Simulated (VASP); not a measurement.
# CdS (Fm-3m) in VASP: notebook, part 3 of 3

VASP 6.6.1. Earlier steps stand in the parts before.

## Step 5: Phonons, r2SCAN

This run uses another cell than the first one, of 20.81 Å³/atom.

INCAR reads:

```
PREC     = Accurate       # precision mode
ENCUT    = 520            # plane-wave cutoff, eV
EDIFF    = 1E-8           # SCF threshold, eV
ISMEAR   = 0              # smearing method
SIGMA    = 0.01           # smearing width, eV
LREAL    = False          # projectors in reciprocal space
LASPH    = True           # aspherical terms in the spheres
NELM     = 80             # most SCF steps
ALGO     = Normal         # electronic algorithm
ISIF     = 2              # what is computed and relaxed
LWAVE    = False          # write WAVECAR
LCHARG   = False          # write CHGCAR
METAGGA  = R2SCAN         # meta-GGA
LMIXTAU  = True         
NBANDS   = 16             # bands
IBRION   = 6              # ionic algorithm
NFREE    = 2            
POTIM    = 0.015          # step
NSW      = 1              # ionic steps
```

KPOINTS reads:

```
Automatic mesh
0
Gamma
  8 8 8
```

POSCAR reads:

```
CdS
1.0
    2.7506813510      2.7506813510      0.0000000000
   -2.7506813510      2.7506813510      0.0000000000
    0.0000000000      2.7506813510      2.7506813510
Cd S
1 1
Direct
    0.0000000000      0.0000000000      0.0000000000
    0.5000000000      0.5000000000      0.0000000000
```

Potentials or basis: VASP PAW PBE potentials, release 64 (Cd, S).

Launch:

```
cat potpaw_PBE.64/Cd/POTCAR potpaw_PBE.64/S/POTCAR > POTCAR
mpirun -np 1 vasp_std > vasp.out
```

OUTCAR:

```text
PREC = Accurate
   ENCUT = 520
   EDIFF = 1E-8
   ISMEAR = 0
   LREAL = False
   LASPH = True
   NELM = 80
   ISIF = 2
   METAGGA = R2SCAN
   IBRION = 6
   NFREE = 2
   POTIM = 0.015
   NSW = 1

 ion  position               nearest neighbor table
   1  0.000  0.000  0.000-   2 2.75   2 2.75   2 2.75   2 2.75   2 2.75   2 2.75
   2  0.500  0.500  0.000-   1 2.75   1 2.75   1 2.75   1 2.75   1 2.75   1 2.75

  LATTYP: Found a face centered cubic cell.
 ALAT       =     5.5013627020

  Lattice vectors:

 A1 = (   0.0000000000,   2.7506813510,   2.7506813510)
 A2 = (   2.7506813510,   0.0000000000,   2.7506813510)
 A3 = (   2.7506813510,   2.7506813510,   0.0000000000)

Analysis of symmetry for initial positions (statically):
=====================================================================
 Subroutine PRICEL returns:
 Original cell was already a primitive cell.

 Routine SETGRP: Setting up the symmetry group for a
 face centered cubic supercell.

 Subroutine GETGRP returns: Found 48 space group operations
 (whereof 48 operations were pure point group operations)
 out of a pool of 48 trial point group operations.

The static configuration has the point symmetry O_h .

Analysis of symmetry for dynamics (positions and initial velocities):
=====================================================================
 Subroutine PRICEL returns:
 Original cell was already a primitive cell.

 Routine SETGRP: Setting up the symmetry group for a
 face centered cubic supercell.

 Subroutine GETGRP returns: Found 48 space group operations
 (whereof 48 operations were pure point group operations)
 out of a pool of 48 trial point group operations.

The dynamic configuration has the point symmetry O_h .

 Subroutine INISYM returns: Found 48 space group operations
 (whereof 48 operations are pure point group operations),
 and found     1 'primitive' translations

----------------------------------------------------------------------------------------

                                     Primitive cell

  volume of cell :      41.6247

  direct lattice vectors                    reciprocal lattice vectors
     2.750681351  2.750681351  0.000000000     0.181773145  0.181773145 -0.181773145
    -2.750681351  2.750681351  0.000000000    -0.181773145  0.181773145 -0.181773145
     0.000000000  2.750681351  2.750681351     0.000000000  0.000000000  0.363546290

  length of vectors
     3.890050872  3.890050872  3.890050872     0.314840323  0.314840323  0.363546290

  position of ions in fractional coordinates (direct lattice)
     0.000000000  0.000000000  0.000000000
     0.500000000  0.500000000  0.000000000

  ion indices of the primitive-cell ions
   primitive index   ion index
                 1           1
                 2           2

[... 100 lines left out ...]
   LEPSILON=     F    determine dielectric tensor
   LRPA    =     F    only Hartree local field effects (RPA)
 finite differences with symmetry
 non-spin polarized calculation
 Gauss-broadening in eV      SIGMA  =   0.01
  energy-cutoff  :      520.00
  volume of cell :       41.62
 maximum number of plane-waves:      1139
 NGX is ok and might be reduce to    30
   NGX = 15   NGY = 15   NGZ = 15

--------------------------------------- Ionic step        1  -------------------------------------------

 number of electron      18.0000005 magnetization

 Free energy of the ion-electron system (eV)
  ---------------------------------------------------
  ext. energy  EPLUGINS =         0.00000000
  ---------------------------------------------------
  free energy    TOTEN  =       -29.52058224 eV

  energy without entropy =      -29.52058224  energy(sigma->0) =      -29.52058224

------------------------ aborting loop because EDIFF is reached ----------------------------------------

  FORCE on cell =-STRESS in cart. coord.  units (eV):
  Direction    XX          YY          ZZ          XY          YZ          ZX
  --------------------------------------------------------------------------------------
  -------------------------------------------------------------------------------------
  Total       -0.4190596     -0.4190596     -0.4190596      0.0000000      0.0000000     -0.0000000
  in kB      -16.1300435    -16.1300435    -16.1300435      0.0000000      0.0000000     -0.0000000
  external PRESSURE =     -16.1300435 kB  Pullay stress =       0.0000000 kB
[... 131 lines left out ...]
--------------------------------------- Ionic step        5  -------------------------------------------

 number of electron      18.0000006 magnetization

 Free energy of the ion-electron system (eV)
  ---------------------------------------------------
  ext. energy  EPLUGINS =         0.00000000
  ---------------------------------------------------
  free energy    TOTEN  =       -29.52042127 eV

  energy without entropy =      -29.52042127  energy(sigma->0) =      -29.52042127

 E-fermi :   2.5328     XC(G=0): -10.8653

 val. band max:        2.4912441986   @ k =   0.5000   0.0000   0.0000
 cond. band min:       3.2259533317   @ k =   0.0000  -1.0000  -0.5000
 fundamental gap:      0.7347091331
 Fermi energy:         2.5328408116

 k-point     1 :       0.0000    0.0000    0.0000
  band No.  band energies     occupation
      1     -10.6611      2.00000
      2      -5.3163      2.00000
      3      -5.3163      2.00000
      4      -5.3161      2.00000
      5      -5.3159      2.00000
      6      -5.3154      2.00000
[... 433 lines left out ...]
      3      -5.4000      2.00000
      4      -5.3614      2.00000
      5      -5.1151      2.00000
      6      -5.0200      2.00000
[... 8 lines left out ...]
     15      15.4940      0.00000
     16      17.6627      0.00000

 [... further k-points ...]

------------------------ aborting loop because EDIFF is reached ----------------------------------------

  FORCE on cell =-STRESS in cart. coord.  units (eV):
  Direction    XX          YY          ZZ          XY          YZ          ZX
  --------------------------------------------------------------------------------------
  -------------------------------------------------------------------------------------
  Total       -0.4137711     -0.4193196     -0.4193196      0.0000000      0.0000000      0.0000000
  in kB      -15.9264817    -16.1400519    -16.1400519      0.0000000      0.0000000      0.0000000
  external PRESSURE =     -16.0688618 kB  Pullay stress =       0.0000000 kB
[... 17 lines left out ...]
  FREE ENERGIE OF THE ION-ELECTRON SYSTEM (eV)
  ---------------------------------------------------
  free  energy   TOTEN  =       -29.5204212667 eV

  energy  without entropy=      -29.5204212667  energy(sigma->0) =      -29.52042127

 INTERNAL STRAIN TENSORS FROM DISPLACED ATOMS
 ============================================

 INTERNAL STRAIN TENSOR FOR ION    1 for displacements in x,y,z  (eV/Angst):
          X           Y           Z          XY          YZ          ZX
  --------------------------------------------------------------------------------
  x     0.00000     0.00000     0.00000     0.00000     0.00000     0.00000
  y     0.00000     0.00000     0.00000     0.00000     0.00000     0.00000
  z     0.00000     0.00000     0.00000     0.00000     0.00000     0.00000

 INTERNAL STRAIN TENSOR FOR ION    2 for displacements in x,y,z  (eV/Angst):
          X           Y           Z          XY          YZ          ZX
  --------------------------------------------------------------------------------
  x     0.00000     0.00000     0.00000     0.00000     0.00000     0.00000
  y     0.00000     0.00000     0.00000     0.00000     0.00000     0.00000
  z     0.00000     0.00000     0.00000     0.00000     0.00000     0.00000

 Eigenvectors and eigenvalues of the dynamical matrix
 ----------------------------------------------------

   1 f  =    3.752771 THz    23.579356 2PiTHz  125.178966 cm-1    15.520207 meV
             X         Y         Z           dx          dy          dz
      0.000000  0.000000  0.000000     0.473308    0.000000   -0.000000
      0.000000  2.750681  0.000000    -0.880897   -0.000000    0.000000
[... 21 lines left out ...]
   6 f/i=    0.009356 THz     0.058785 2PiTHz    0.312080 cm-1     0.038693 meV
             X         Y         Z           dx          dy          dz
      0.000000  0.000000  0.000000     0.000000   -0.000000    0.880897
      0.000000  2.750681  0.000000     0.000000    0.000000    0.473308

 ELASTIC MODULI CONTR FROM IONIC RELAXATION (kBar)
 Direction    XX          YY          ZZ          XY          YZ          ZX
 --------------------------------------------------------------------------------
 XX           0.0000      0.0000      0.0000      0.0000      0.0000      0.0000
 YY           0.0000      0.0000      0.0000      0.0000      0.0000      0.0000
 ZZ           0.0000      0.0000      0.0000      0.0000      0.0000      0.0000
 XY           0.0000      0.0000      0.0000      0.0000      0.0000      0.0000
 YZ           0.0000      0.0000      0.0000      0.0000      0.0000      0.0000
 ZX           0.0000      0.0000      0.0000      0.0000      0.0000      0.0000
 --------------------------------------------------------------------------------
```

It took 5.4 min on 1 thread of Intel Xeon 6975P-C (Granite Rapids), shared host; peak memory 0.22 GiB.

What came out:

```
Highest phonon frequency at Γ, LO-TO splitting left out : 125 cm⁻¹
```

Phonon frequencies in cm⁻¹ (negative: imaginary):
```csv
q point,frequencies
"(0.000, 0.000, 0.000)",0 0 0 125 125 125
```

Caveat: the cell stands under pressure or tension, which shifts response properties; the PAW data sets were made with another functional, which shifts forces and pressure a little.
